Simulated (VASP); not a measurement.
Set up this calculation in VASP 6.6.1, as the native input.

```yaml
Task: single point
Functional: PBE
Potentials_or_basis: VASP PAW PBE potentials, release 64 (Zr_sv)
Cutoff: 520 eV
k_mesh: 13 × 13 × 7
Occupations: fermi-dirac, width 0.08 eV
Spin: no spin polarisation
Dipole_correction: no
Further_INCAR_settings: ALGO = Normal; EDIFF = 1e-06; NBANDS = 19
```

The structure of Zr lies in POSCAR:

```
Zr
1.0
    3.1883172162      0.0000000000      0.0000000000
   -1.5941586081      2.7611637045      0.0000000000
    0.0000000000      0.0000000000      5.0774374186
Zr
2
Direct
    0.3333333333      0.6666666667      0.2500000000
    0.6666666667      0.3333333333      0.7500000000
```

This cell differs from its parent crystal: volume scaled by 0.96.

The input as run:

INCAR

```
SYSTEM = Zr
PREC     = Accurate       ! precision mode
ENCUT    = 520            ! plane-wave cutoff, eV
EDIFF    = 1E-6           ! SCF threshold, eV
ISMEAR   = -1             ! smearing method
SIGMA    = 0.08           ! smearing width, eV
LREAL    = .False.        ! projectors in reciprocal space
LASPH    = .True.         ! aspherical terms in the spheres
NELM     = 60             ! most SCF steps
ALGO     = Normal         ! electronic algorithm
ISIF     = 2              ! what is computed and relaxed
LWAVE    = .False.        ! write WAVECAR
LCHARG   = .True.         ! write CHGCAR
GGA      = PE             ! functional
LELF     = .True.         ! ELF
LVHAR    = .True.       
NBANDS   = 19             ! bands
```

KPOINTS

```
Automatic mesh
0
Gamma
  13 13 7
  0 0 0
```

Potentials or basis: VASP PAW PBE potentials, release 64 (Zr_sv).

Run with:

```sh
$ cat potpaw_PBE.64/Zr_sv/POTCAR > POTCAR
$ mpirun -np 1 vasp_std > vasp.out
```

It gave:

The pressure is 4.7 GPa and the band gap on the k mesh is zero (band 12 reaches 10.42 eV, above the bottom of band 13 at 9.25 eV).

Run time: 22 s on 1 thread of Intel(R) Xeon(R) Platinum 8559C (Emerald Rapids), on a shared host, peak memory 0.18 GiB.
